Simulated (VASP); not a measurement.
# Sn2HO2 in VASP: single point with PBE+D3(BJ)

Aim: the single point of Sn2HO2 with PBE+D3(BJ).

All numbers are computed with VASP 6.6.1; they aren't measurements. Logs are shortened: lines on timing, memory, paths and dates and some standing lists are left out, and cuts for length are marked.

**1. The cell of the first run**

The cell holds a slab with vacuum, 5 atoms: a = 3.820 Å, b = 3.820 Å, c = 17.863 Å, α = 90.00°, β = 90.00°, γ = 90.00°.

**2. Single point, PBE+D3(BJ), collinear spin**

The input, INCAR:

```
PREC = Accurate
ENCUT = 520
EDIFF = 1E-7
ISMEAR = 0
SIGMA = 0.05
LREAL = False
LASPH = True
NELM = 150
ALGO = Normal
ISIF = 2
LWAVE = False
LCHARG = False
ISPIN = 2
MAGMOM = 0 0 0 0 1
LORBIT = 11
LDIPOL = True
IDIPOL = 3
DIPOL = 0.5 0.5 0.317
GGA = PE
IVDW = 12
NBANDS = 32
```

The input, KPOINTS:

```
Automatic mesh
0
Gamma
  7 7 1
```

The input, POSCAR:

```
Sn2HO2
1.0
    3.8201526300      0.0002954461      0.0000000000
   -0.0003145178      3.8201526285      0.0000000000
    0.0000000000      0.0000000000     17.8630377374
Sn O H
2 2 1
Direct
    0.9999452828      0.9999452828      0.2239260790
    0.4999452828      0.4999452828      0.3562125228
    0.9999460977      0.4999460977      0.2900693009
    0.4999460977      0.9999460977      0.2900693009
    0.7499452828      0.7499452828      0.4271076521
```

Potentials or basis: VASP PAW PBE potentials, release 64 (Sn_d, O, H).

Launch:

```bash
> cat potpaw_PBE.64/Sn_d/POTCAR potpaw_PBE.64/O/POTCAR potpaw_PBE.64/H/POTCAR > POTCAR
> mpirun -np 1 vasp_std > vasp.out
```

OUTCAR:

```text
PREC = Accurate
   ENCUT = 520
   EDIFF = 1E-7
   ISMEAR = 0
   LREAL = False
   LASPH = True
   NELM = 150
   ISIF = 2
   ISPIN = 2
   LORBIT = 11
   GGA = PE
   IVDW = 12
 IVDW          = 12

 ion  position               nearest neighbor table
   1  1.000  1.000  0.224-   4 2.25   3 2.25   4 2.25   3 2.25   2 3.59   2 3.59   2 3.59   2 3.59

   2  0.500  0.500  0.356-   5 1.85   3 2.25   4 2.25   3 2.25   4 2.25   1 3.59   1 3.59   1 3.59
                             1 3.59
   3  1.000  0.500  0.290-   2 2.25   1 2.25   2 2.25   1 2.25
   4  0.500  1.000  0.290-   1 2.25   2 2.25   1 2.25   2 2.25
   5  0.750  0.750  0.427-   2 1.85

  LATTYP: Found a simple tetragonal cell.
 ALAT       =     3.8201526414
 C/A-ratio  =     4.6760010434

  Lattice vectors:

 A1 = (   3.8201526300,   0.0002954461,   0.0000000000)
 A2 = (  -0.0003145178,   3.8201526285,   0.0000000000)
 A3 = (   0.0000000000,   0.0000000000,  17.8630377374)

Analysis of symmetry for initial positions (statically):
=====================================================================
 Subroutine PRICEL returns:
 Original cell was already a primitive cell.

 Routine SETGRP: Setting up the symmetry group for a
 simple tetragonal supercell.

 Subroutine GETGRP returns: Found  2 space group operations
 (whereof  2 operations were pure point group operations)
 out of a pool of 16 trial point group operations.

The static configuration has the point symmetry C_1h.

Analysis of symmetry for dynamics (positions and initial velocities):
=====================================================================
 Subroutine PRICEL returns:
 Original cell was already a primitive cell.

 Routine SETGRP: Setting up the symmetry group for a
 simple tetragonal supercell.

 Subroutine GETGRP returns: Found  2 space group operations
 (whereof  2 operations were pure point group operations)
 out of a pool of 16 trial point group operations.

The dynamic configuration has the point symmetry C_1h.

Analysis of structural, dynamic, and magnetic symmetry:
=====================================================================
 Subroutine PRICEL returns:
 Original cell was already a primitive cell.

 Routine SETGRP: Setting up the symmetry group for a
 simple tetragonal supercell.

 Subroutine GETGRP returns: Found  2 space group operations
 (whereof  2 operations were pure point group operations)
 out of a pool of 16 trial point group operations.

The overall configuration has the point symmetry C_1h.

 Subroutine INISYM returns: Found  2 space group operations
 (whereof  2 operations are pure point group operations),
 and found     1 'primitive' translations

----------------------------------------------------------------------------------------

                                     Primitive cell

  volume of cell :     260.6854

  direct lattice vectors                    reciprocal lattice vectors
     3.820152630  0.000295446  0.000000000     0.261769644  0.000021552  0.000000000
    -0.000314518  3.820152628  0.000000000    -0.000020245  0.261769644  0.000000000
     0.000000000  0.000000000 17.863037737     0.000000000  0.000000000  0.055981520

  length of vectors
     3.820152641  3.820152641 17.863037737     0.261769645  0.261769645  0.055981520

  position of ions in fractional coordinates (direct lattice)
     0.999945283  0.999945283  0.223926079
     0.499945283  0.499945283  0.356212523
     0.999946098  0.499946098  0.290069301
     0.499946098  0.999946098  0.290069301
     0.749945283  0.749945283  0.427107652

  ion indices of the primitive-cell ions
   primitive index   ion index
                 1           1
                 2           2
                 3           3
                 4           4
                 5           5

----------------------------------------------------------------------------------------
[... 30 lines left out ...]
  0.428571 -0.000000  0.000000      4.000000
  0.142857  0.142857  0.000000      2.000000
 -0.142857  0.142857  0.000000      2.000000
[... 8 lines left out ...]
  0.428571  0.428571  0.000000      2.000000
 -0.428571  0.428571  0.000000      2.000000
   k-points           NKPTS =     16   k-points in BZ     NKDIM =     16   number of bands    NBANDS=     32
   number of dos      NEDOS =    301   number of ions     NIONS =      5
   total plane-waves  NPLWV = 109760
   dimension x,y,z NGX =    28 NGY =   28 NGZ =  140
   dimension x,y,z NGXF=    56 NGYF=   56 NGZF=  280
   ions per type =               2   2   1
   NGX,Y,Z   is equivalent  to a cutoff of  12.19, 12.19, 13.03 a.u.
   NGXF,Y,Z  is equivalent  to a cutoff of  24.37, 24.37, 26.06 a.u.
 SYSTEM =  unknown system
   PREC   = accura    normal or accurate (medium, high low for compatibility)
   ISTART =      0    job   : 0-new  1-cont  2-samecut
   ICHARG =      2    charge: 1-file 2-atom 10-const
   ISPIN  =      2    spin polarized calculation?
   LNONCOLLINEAR =      F non collinear calculations
   LSORBIT =      F    spin-orbit coupling
   LASPH  =      T    aspherical Exc in radial PAW
   ENCUT  =  520.0 eV  38.22 Ry    6.18 a.u.   7.10  7.10 33.21*2*pi/ulx,y,z
   NELM   =    150;   NELMIN=  2; NELMDL= -5     # of ELM steps
   EDIFF  = 0.1E-06   stopping-criterion for ELM
   LREAL  =      F    real-space projection
   EDIFFG = 0.1E-05   stopping-criterion for IOM
   NSW    =      0    number of steps for IOM
   IBRION =     -1    ionic relax: 0-MD 1-quasi-New 2-CG
   NFREE  =      0    steps in history (QN), initial steepest desc. (CG)
   ISIF   =      2    stress and relaxation
   ISYM   =      2    0-nonsym 1-usesym 2-fastsym
   POTIM  = 0.5000    time-step for ionic-motion
   TEBEG  =    0.0;   TEEND  =   0.0 temperature during run
   PSTRESS=    0.0 pullay stress
   NELECT =      41.0000    total number of electrons
   NUPDOWN=      -1.0000    fix difference up-down
   EMIN   =  10.00;   EMAX   =-10.00  energy-range for DOS
   EFERMI =   0.00;   METHOD = LEGACY
   ISMEAR =     0;   SIGMA  =   0.05  broadening in eV -4-tet -1-fermi 0-gaus
   EFERMI_NEDOS =   21; number of points for ismear=-14 and -15
   IALGO  =     38    algorithm
   IMIX   =      4    mixing-type and parameters
     AMIX     =   0.40;   BMIX     =  1.00
     AMIX_MAG =   1.60;   BMIX_MAG =  1.00
  volume/ion in A,a.u.               =      52.14       351.84
  Fermi-wavevector in a.u.,A,eV,Ry     =   0.883684  1.669921 10.624765  0.780898
  Thomas-Fermi vector in A             =   2.004484
   LORBIT       =     11    0 simple, 1 ext, 2 COOP (PROOUT), +10 PAW based schemes
   GGA     = PE    functional components
   LHFCALC =     F    Hartree Fock is set to
   AEXX    =    0.0000 exact exchange contribution
   IVDW    =    12    specifies the selected vdW correction
   LEPSILON=     F    determine dielectric tensor
   LRPA    =     F    only Hartree local field effects (RPA)
 spin polarized calculation
 Gauss-broadening in eV      SIGMA  =   0.05
  energy-cutoff  :      520.00
  volume of cell :      260.69
 maximum number of plane-waves:      7046
   NGX = 15   NGY = 15   NGZ = 67

 dipolmoment           0.000000      0.000000     -0.014483 electrons x Angstroem

 number of electron      40.9999983 magnetization       0.7120557

 dipolmoment           0.000000      0.000000      0.059984 electrons x Angstroem

 Free energy of the ion-electron system (eV)
  ---------------------------------------------------
  ext. energy  EPLUGINS =         0.00000000
  ---------------------------------------------------
  free energy    TOTEN  =       -24.27661014 eV

  energy without entropy =      -24.27450443  energy(sigma->0) =      -24.27555729

 E-fermi :  -0.8446     XC(G=0):  -3.6810

 val. band max:       -0.8716558245   @ k =  -0.1429   0.2857   0.0000
 cond. band min:      -0.8326264533   @ k =   0.1429   0.1429   0.0000
 fundamental gap:      0.0390293712
 Fermi energy:        -0.8445578747

 spin component 1

 k-point     1 :       0.0000    0.0000    0.0000
  band No.  band energies     occupation
      1     -23.1918      1.00000
      2     -22.8938      1.00000
      3     -22.8896      1.00000
      4     -22.8383      1.00000
      5     -22.8059      1.00000
      6     -22.7843      1.00000
[... 549 lines left out ...]
     31       6.8179      0.00000
     32       7.3715      0.00000
 Fermi energy:        -0.8445578747

 spin component 2

 k-point     1 :       0.0000    0.0000    0.0000
  band No.  band energies     occupation
      1     -23.1493      1.00000
      2     -22.8445      1.00000
      3     -22.8310      1.00000
      4     -22.7875      1.00000
      5     -22.7862      1.00000
      6     -22.7258      1.00000
[... 549 lines left out ...]
     31       6.9864      0.00000
     32       7.4060      0.00000

------------------------ aborting loop because EDIFF is reached ----------------------------------------

 vacuum level on the upper side and lower side of the slab       (xc-potential included)         0.235        -0.503

 Edisp (eV)   -0.60914

 E8    (eV) :    -0.2668

  FORCE on cell =-STRESS in cart. coord.  units (eV):
  Direction    XX          YY          ZZ          XY          YZ          ZX
  --------------------------------------------------------------------------------------
  -------------------------------------------------------------------------------------
  Total      -0.36709    -0.36714     0.26155    -0.15037     0.63382     0.63373
  in kB      -2.25616    -2.25646     1.60749    -0.92417     3.89549     3.89489
  external pressure =       -0.97 kB  Pullay stress =        0.00 kB

 VOLUME and BASIS-vectors are now :
 -----------------------------------------------------------------------------
  energy-cutoff  :      520.00
  volume of cell :      260.69
      direct lattice vectors                 reciprocal lattice vectors
     3.820152630  0.000295446  0.000000000     0.261769644  0.000021552  0.000000000
    -0.000314518  3.820152628  0.000000000    -0.000020245  0.261769644  0.000000000
     0.000000000  0.000000000 17.863037737     0.000000000  0.000000000  0.055981520

 POSITION                                       TOTAL-FORCE (eV/Angst)
 -----------------------------------------------------------------------------------
      3.81963      3.82024      4.00000        -0.031652     -0.031657      0.066864
      1.90971      1.91001      6.36304         0.122147      0.122166      0.231020
      3.81979      1.91017      5.18152        -0.254558     -0.017907     -0.189384
      1.90956      3.82009      5.18152        -0.017866     -0.254561     -0.189384
      2.86467      2.86513      7.62944         0.181929      0.181958      0.080885
 -----------------------------------------------------------------------------------
    total drift:                               -0.000103     -0.000103     -0.006235

  FREE ENERGIE OF THE ION-ELECTRON SYSTEM (eV)
  ---------------------------------------------------
  free  energy   TOTEN  =       -24.8857528016 eV

  energy  without entropy=      -24.8836470855  energy(sigma->0) =      -24.88469994

 vacuum level on the upper side and lower side of the slab         3.449         2.680

 total charge

# of ion       s       p       d       tot
------------------------------------------
    1        1.277   0.766  10.054  12.098
    2        1.158   0.860  10.095  12.113
    3        1.580   3.417   0.000   4.997
    4        1.580   3.417   0.000   4.997
    5        0.486   0.007   0.000   0.493
--------------------------------------------------
tot          6.080   8.467  20.150  34.697

 magnetization (x)

# of ion       s       p       d       tot
------------------------------------------
    1        0.002   0.000   0.002   0.004
    2        0.102   0.050   0.017   0.169
    3        0.004   0.059   0.000   0.063
    4        0.004   0.059   0.000   0.063
    5        0.090   0.000   0.000   0.090
--------------------------------------------------
tot          0.202   0.168   0.019   0.389
```

Run time: 27 min. Hardware: 1 thread of Intel Xeon Platinum 8488C (Sapphire Rapids), shared host; peak memory 0.52 GiB.

What came out:

```yaml
Free_energy: -24.8858 eV
Largest_force: 0.318 eV/Å
Net_moment: 0.71 μB per cell
Site_moments: Sn +0.00, +0.17; O +0.06; H +0.09 μB
Valence_electrons_inside_the_program's_atomic_spheres: Sn 12.10, 12.11; O 5.00; H 0.49
Dispersion_energy_per_atom: -0.122 eV
```

Forces on the atoms (eV/Å):
```
Sn  -0.032 -0.032  0.067
Sn   0.122  0.122  0.231
O   -0.255 -0.018 -0.189
O   -0.018 -0.255 -0.189
H    0.182  0.182  0.081
```

Caveat: spin-orbit coupling is left out, which moves the levels of the heavy elements.
